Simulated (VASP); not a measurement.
# Cl (Cmce) in VASP: further runs

Cl is run at these levels: RPBE; tasks: single point.

Program: VASP 6.6.1. These are calculated values, not measurements. Logs are shortened: lines on timing, memory, paths and dates and some standing lists are left out, and cuts for length are marked.

## (1) The cell of the first run

The structure is orthorhombic, space group Cmce (No. 64). The conventional cell has a = 8.044 Å, b = 5.324 Å, c = 9.335 Å, α = 90.00°, β = 90.00°, γ = 90.00°. Cl (site symmetry m) has 1 Cl at 2.02 Å within 2.7 Å.

## (2) Single point, RPBE

Input file INCAR:

```
PREC = Accurate
ENCUT = 520
EDIFF = 1E-6
ISMEAR = -1
SIGMA = 0.05
LREAL = False
LASPH = True
NELM = 60
ALGO = Normal
ISIF = 2
LWAVE = False
LCHARG = True
GGA = RP
LELF = True
LVHAR = True
NBANDS = 22
```

Input file KPOINTS:

```
Automatic mesh
0
Gamma
  5 5 2
```

Input file POSCAR:

```
Cl
1.0
    4.0217849096     -2.6618773953      0.0000000000
    4.0217849096      2.6618773953      0.0000000000
    0.0000000000      0.0000000000      9.3347422059
Cl
4
Direct
    0.9042803312      0.0957196688      0.0931923605
    0.5957196688      0.4042803312      0.5931923605
    0.0957196688      0.9042803312      0.9068076395
    0.4042803312      0.5957196688      0.4068076395
```

Potentials or basis: VASP PAW PBE potentials, release 64 (Cl).

Started as:

```console
> cat potpaw_PBE.64/Cl/POTCAR > POTCAR
> mpirun -np 1 vasp_std > vasp.out
```

OUTCAR:

```text
PREC = Accurate
   ENCUT = 520
   EDIFF = 1E-6
   ISMEAR = -1
   LREAL = False
   LASPH = True
   NELM = 60
   ISIF = 2
   GGA = RP

 ion  position               nearest neighbor table
   1  0.904  0.096  0.093-   3 2.02
   2  0.596  0.404  0.593-   4 2.02
   3  0.096  0.904  0.907-   1 2.02
   4  0.404  0.596  0.407-   2 2.02

  LATTYP: Found a base centered orthorhombic cell.
 ALAT       =     5.3237547906
 B/A-ratio  =     1.5108828516
 C/A-ratio  =     1.7534132531

  Lattice vectors:

 A1 = (  -4.0217849096,  -2.6618773953,   0.0000000000)
 A2 = (   4.0217849096,  -2.6618773953,   0.0000000000)
 A3 = (   0.0000000000,   0.0000000000,   9.3347422059)

Analysis of symmetry for initial positions (statically):
=====================================================================
 Subroutine PRICEL returns:
 Original cell was already a primitive cell.

 Routine SETGRP: Setting up the symmetry group for a
 base centered orthorhombic supercell.

 Subroutine GETGRP returns: Found  8 space group operations
 (whereof  4 operations were pure point group operations)
 out of a pool of  8 trial point group operations.

The static configuration has the point symmetry C_2h.
 The point group associated with its full space group is D_2h.

Analysis of symmetry for dynamics (positions and initial velocities):
=====================================================================
 Subroutine PRICEL returns:
 Original cell was already a primitive cell.

 Routine SETGRP: Setting up the symmetry group for a
 base centered orthorhombic supercell.

 Subroutine GETGRP returns: Found  8 space group operations
 (whereof  4 operations were pure point group operations)
 out of a pool of  8 trial point group operations.

The dynamic configuration has the point symmetry C_2h.
 The point group associated with its full space group is D_2h.

 Subroutine INISYM returns: Found  8 space group operations
 (whereof  4 operations are pure point group operations),
 and found     1 'primitive' translations

----------------------------------------------------------------------------------------

                                     Primitive cell

  volume of cell :     199.8661

  direct lattice vectors                    reciprocal lattice vectors
     4.021784910 -2.661877395  0.000000000     0.124322909 -0.187837352  0.000000000
     4.021784910  2.661877395  0.000000000     0.124322909  0.187837352  0.000000000
     0.000000000  0.000000000  9.334742206     0.000000000  0.000000000  0.107126686

  length of vectors
     4.822898001  4.822898001  9.334742206     0.225253316  0.225253316  0.107126686

  position of ions in fractional coordinates (direct lattice)
     0.904280331  0.095719669  0.093192360
     0.595719669  0.404280331  0.593192360
     0.095719669  0.904280331  0.906807640
     0.404280331  0.595719669  0.406807640

  ion indices of the primitive-cell ions
   primitive index   ion index
                 1           1
                 2           2
                 3           3
                 4           4

----------------------------------------------------------------------------------------

 KPOINTS: Automatic mesh

Automatic generation of k-mesh.
 Grid dimensions read from file:
 generate k-points for:    5    5    2

 Generating k-lattice:

  Cartesian coordinates                     Fractional coordinates (reciprocal lattice)
     0.024864582 -0.037567470  0.000000000     0.200000000 -0.000000000  0.000000000
     0.024864582  0.037567470  0.000000000    -0.000000000  0.200000000  0.000000000
     0.000000000  0.000000000  0.053563343     0.000000000  0.000000000  0.500000000

  Length of vectors
     0.045050663  0.045050663  0.053563343

  Shift w.r.t. Gamma in fractional coordinates (k-lattice)
     0.000000000  0.000000000  0.000000000

 Subroutine IBZKPT returns following result:
 ===========================================

 Found     18 irreducible k-points:

 Following reciprocal coordinates:
            Coordinates               Weight
  0.000000  0.000000  0.000000      1.000000
  0.200000 -0.000000  0.000000      4.000000
  0.400000  0.000000  0.000000      4.000000
  0.200000  0.200000  0.000000      2.000000
  0.400000  0.200000  0.000000      4.000000
 -0.400000  0.200000  0.000000      4.000000
[... 10 lines left out ...]
  0.400000  0.400000  0.500000      2.000000
 -0.400000  0.400000  0.500000      2.000000
   k-points           NKPTS =     18   k-points in BZ     NKDIM =     18   number of bands    NBANDS=     22
   number of dos      NEDOS =    301   number of ions     NIONS =      4
   total plane-waves  NPLWV =  90720
   dimension x,y,z NGX =    36 NGY =   36 NGZ =   70
   dimension x,y,z NGXF=    72 NGYF=   72 NGZF=  140
   ions per type =               4
   NGX,Y,Z   is equivalent  to a cutoff of  12.41, 12.41, 12.47 a.u.
   NGXF,Y,Z  is equivalent  to a cutoff of  24.82, 24.82, 24.93 a.u.
 SYSTEM =  unknown system
   PREC   = accura    normal or accurate (medium, high low for compatibility)
   ISTART =      0    job   : 0-new  1-cont  2-samecut
   ICHARG =      2    charge: 1-file 2-atom 10-const
   ISPIN  =      1    spin polarized calculation?
   LNONCOLLINEAR =      F non collinear calculations
   LSORBIT =      F    spin-orbit coupling
   LASPH  =      T    aspherical Exc in radial PAW
   ENCUT  =  520.0 eV  38.22 Ry    6.18 a.u.   8.97  8.97 17.36*2*pi/ulx,y,z
   NELM   =     60;   NELMIN=  2; NELMDL= -5     # of ELM steps
   EDIFF  = 0.1E-05   stopping-criterion for ELM
   LREAL  =      F    real-space projection
[... 7 lines left out ...]
   TEBEG  =    0.0;   TEEND  =   0.0 temperature during run
   PSTRESS=    0.0 pullay stress
   NELECT =      28.0000    total number of electrons
   NUPDOWN=      -1.0000    fix difference up-down
   EMIN   =  10.00;   EMAX   =-10.00  energy-range for DOS
   EFERMI =   0.00;   METHOD = LEGACY
   ISMEAR =    -1;   SIGMA  =   0.05  broadening in eV -4-tet -1-fermi 0-gaus
   EFERMI_NEDOS =   21; number of points for ismear=-14 and -15
   IALGO  =     38    algorithm
   IMIX   =      4    mixing-type and parameters
     AMIX     =   0.40;   BMIX     =  1.00
     AMIX_MAG =   1.60;   BMIX_MAG =  1.00
  volume/ion in A,a.u.               =      49.97       337.19
  Fermi-wavevector in a.u.,A,eV,Ry     =   0.850252  1.606744  9.836044  0.722929
  Thomas-Fermi vector in A             =   1.966200
   LORBIT       =      0    0 simple, 1 ext, 2 COOP (PROOUT), +10 PAW based schemes
   GGA     = RP    functional components
   LHFCALC =     F    Hartree Fock is set to
   AEXX    =    0.0000 exact exchange contribution
   IVDW    =     0    specifies the selected vdW correction
   LEPSILON=     F    determine dielectric tensor
   LRPA    =     F    only Hartree local field effects (RPA)
 non-spin polarized calculation
  energy-cutoff  :      520.00
  volume of cell :      199.87
 maximum number of plane-waves:      5405
   NGX = 17   NGY = 17   NGZ = 35

 number of electron      27.9999995 magnetization

 Free energy of the ion-electron system (eV)
  ---------------------------------------------------
  ext. energy  EPLUGINS =         0.00000000
  ---------------------------------------------------
  free energy    TOTEN  =        -6.93262398 eV

  energy without entropy =       -6.93262398  energy(sigma->0) =       -6.93262398

 E-fermi :  -2.2735     XC(G=0):  -5.4832

 val. band max:       -3.5022469491   @ k =   0.4000   0.4000   0.0000
 cond. band min:      -0.8057222930   @ k =   0.0000   0.0000   0.0000
 fundamental gap:      2.6965246561
 Fermi energy:        -2.2735443086

 k-point     1 :       0.0000    0.0000    0.0000
  band No.  band energies     occupation
      1     -19.6704      2.00000
      2     -19.6346      2.00000
      3     -15.6701      2.00000
      4     -15.5582      2.00000
      5      -8.2843      2.00000
      6      -8.0262      2.00000
[... 14 lines left out ...]
     21       6.5321      0.00000
     22       7.0802      0.00000

 k-point     2 :       0.2000   -0.0000    0.0000
  band No.  band energies     occupation
      1     -19.6627      2.00000
      2     -19.6336      2.00000
      3     -15.6603      2.00000
      4     -15.5699      2.00000
      5      -8.2631      2.00000
      6      -8.0507      2.00000
[... 14 lines left out ...]
     21       6.3978      0.00000
     22       6.5501      0.00000

 k-point     3 :       0.4000    0.0000    0.0000
  band No.  band energies     occupation
      1     -19.6466      2.00000
      2     -19.6354      2.00000
      3     -15.6339      2.00000
      4     -15.5994      2.00000
      5      -8.2014      2.00000
      6      -8.1179      2.00000
[... 14 lines left out ...]
     21       5.9741      0.00000
     22       5.9771      0.00000

 k-point     4 :       0.2000    0.2000    0.0000
  band No.  band energies     occupation
      1     -19.6639      2.00000
      2     -19.6298      2.00000
      3     -15.6645      2.00000
      4     -15.5590      2.00000
      5      -8.2715      2.00000
      6      -8.0336      2.00000
[... 14 lines left out ...]
     21       6.1863      0.00000
     22       6.5392      0.00000

 k-point     5 :       0.4000    0.2000    0.0000
  band No.  band energies     occupation
      1     -19.6538      2.00000
      2     -19.6276      2.00000
      3     -15.6519      2.00000
      4     -15.5719      2.00000
      5      -8.2418      2.00000
      6      -8.0642      2.00000
[... 267 lines left out ...]
 k-point    16 :      -0.2000    0.2000    0.5000
  band No.  band energies     occupation
      1     -19.6428      2.00000
      2     -19.6428      2.00000
      3     -15.6175      2.00000
      4     -15.6175      2.00000
      5      -8.1552      2.00000
      6      -8.1552      2.00000
[... 14 lines left out ...]
     21       6.1079      0.00000
     22       6.1079      0.00000

 k-point    17 :       0.4000    0.4000    0.5000
  band No.  band energies     occupation
      1     -19.6377      2.00000
      2     -19.6377      2.00000
      3     -15.6079      2.00000
      4     -15.6079      2.00000
      5      -8.1511      2.00000
      6      -8.1511      2.00000
[... 14 lines left out ...]
     21       6.7193      0.00000
     22       6.7238      0.00000

 k-point    18 :      -0.4000    0.4000    0.5000
  band No.  band energies     occupation
      1     -19.6361      2.00000
      2     -19.6361      2.00000
      3     -15.6101      2.00000
      4     -15.6101      2.00000
      5      -8.1503      2.00000
      6      -8.1503      2.00000
[... 14 lines left out ...]
     21       6.1080      0.00000
     22       6.1080      0.00000

------------------------ aborting loop because EDIFF is reached ----------------------------------------

  FORCE on cell =-STRESS in cart. coord.  units (eV):
  Direction    XX          YY          ZZ          XY          YZ          ZX
  --------------------------------------------------------------------------------------
  -------------------------------------------------------------------------------------
  Total       -0.0188860     -0.2513091     -0.6826640      0.0000000     -0.0000000      0.0000000
  in kB       -0.1513948     -2.0145567     -5.4724066      0.0000000     -0.0000000      0.0000000
  external PRESSURE =      -2.5461194 kB  Pullay stress =       0.0000000 kB

 VOLUME and BASIS-vectors are now :
 -----------------------------------------------------------------------------
  energy-cutoff  :      520.00
  volume of cell :      199.87
      direct lattice vectors                 reciprocal lattice vectors
     4.021784910 -2.661877395  0.000000000     0.124322909 -0.187837352  0.000000000
     4.021784910  2.661877395  0.000000000     0.124322909  0.187837352  0.000000000
     0.000000000  0.000000000  9.334742206     0.000000000  0.000000000  0.107126686

 POSITION                                       TOTAL-FORCE (eV/Angst)
 -----------------------------------------------------------------------------------
      4.02178     -2.15229      0.86993         0.000000     -0.104776     -0.179239
      4.02178     -0.50959      5.53730         0.000000      0.104776     -0.179239
      4.02178      2.15229      8.46482         0.000000      0.104776      0.179239
      4.02178      0.50959      3.79744         0.000000     -0.104776      0.179239
 -----------------------------------------------------------------------------------
    total drift:                                0.000000      0.000000     -0.000000

  FREE ENERGIE OF THE ION-ELECTRON SYSTEM (eV)
  ---------------------------------------------------
  free  energy   TOTEN  =        -6.9326239847 eV

  energy  without entropy=       -6.9326239847  energy(sigma->0) =       -6.93262398
```

It took 44 s on 1 thread of AMD EPYC 9R45 (Zen 5), shared host; peak memory 0.25 GiB.

What came out:

```yaml
Free_energy: -6.9326 eV
Pressure: -0.3 GPa
Largest_force: 0.208 eV/Å
Band_gap_on_the_k_mesh: 2.70 eV (least direct gap 2.72 eV)
```

Forces in eV/Å, atoms in the order of the input:
```
Cl   0.000 -0.105 -0.179
Cl   0.000  0.105 -0.179
Cl   0.000  0.105  0.179
Cl   0.000 -0.105  0.179
```

Stress tensor (GPa, compression positive):
```
-0.02  0.00  0.00
 0.00 -0.20  0.00
 0.00  0.00 -0.55
```

Levels at points of the mesh, in eV from the valence-band top:
```tsv
k point	band 12	band 13	band 14	band 15	band 16	band 17
(0.00, 0.00, 0.00)	-0.06	-0.05	-0.02	2.70	3.12	6.00
(0.00, 0.00, 0.50)	-0.16	-0.04	-0.04	2.88	2.88	6.54
```

Caveat: this functional lacks dispersion, which holds the molecules together, so the pressure and a relaxed volume are unreliable; the PAW data sets were made with another functional, which shifts forces and pressure a little; this functional lacks dispersion, which binds layers or chains, so the pressure and a relaxed spacing across them are unreliable.

(Continued in part 2 of 2.)
